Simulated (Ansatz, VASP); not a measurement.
## Two plane-wave programs on P

INCAR

```
  PREC = Accurate
  ENCUT = 520
  EDIFF = 1E-7
  ISMEAR = 0
  SIGMA = 0.15
  LREAL = False
  LASPH = True
  NELM = 80
  ALGO = Normal
  ISIF = 2
  LWAVE = False
  LCHARG = False
  GGA = PS
  NBANDS = 12
```

KPOINTS

```
Automatic mesh
0
Gamma
  18 18 18
```

Contents of POSCAR:

```
P
1.0
   -1.6915100431      2.5151650373      1.8310599738
    1.6915100431     -2.5151650373      1.8310599738
    1.6915100431      2.5151650373     -1.8310599738
P
2
Direct
    0.8033091100      0.0533091100      0.7500000000
    0.1966908900      0.9466908900      0.2500000000
```

Input for Ansatz:

```yaml
crystal:
  lattice:
    - [-1.6915100431, 2.5151650373, 1.8310599738]
    - [1.6915100431, -2.5151650373, 1.8310599738]
    - [1.6915100431, 2.5151650373, -1.8310599738]
  atoms:
    - { symbol: P, position: [0.80330911, 0.05330911, 0.75] }
    - { symbol: P, position: [0.19669089, 0.94669089, 0.25] }
basis:
  ecutwfc: 420
kpoints:
  mp_grid: { grid: [18, 18, 18] }
hamiltonian:
  xc: pbesol
scf:
  occupations: { method: gaussian, width: 0.15 }
output:
  forces: true
  stress: true
  eigenvalues: true
```

Change from the starting cell: strain +0.000 along x and y, -0.015 along z, atoms carried along.

Alike in both runs: task single point; functional PBEsol; k mesh 18 × 18 × 18; occupations gaussian, width 0.15 eV; no spin polarisation.

```csv
,VASP,Ansatz
version,VASP 6.6.1,Ansatz 0.2.0
potentials or method,"VASP PAW PBE potentials, release 64 (P), cutoff 520 eV","scalar-relativistic, plane waves, PAW"
valence electrons in the cell,10,10
```

Ansatz gave:

```
gap on the k mesh at the Fermi level (eV)                     : none
pressure (GPa)                                                : 0.6
traceless stress, the component that is largest in VASP (GPa) : -2.68
rms of the force components (eV/Å)                            : 0.354
```

Q: Estimate VASP's values.

A: gap on the k mesh at the Fermi level (eV): none; pressure (GPa): 0.6; traceless stress, the component that is largest in VASP (GPa): -2.56; rms of the force components (eV/Å): 0.333.

VASP's potentials were made for PBE, not for PBEsol. Atom by atom the forces differ by 0.021 eV/Å (rms over components). A gap of «none» marks a metal or a gap that the smearing closes. The functional is the same, so the differences come from potentials, cutoffs and numerics.
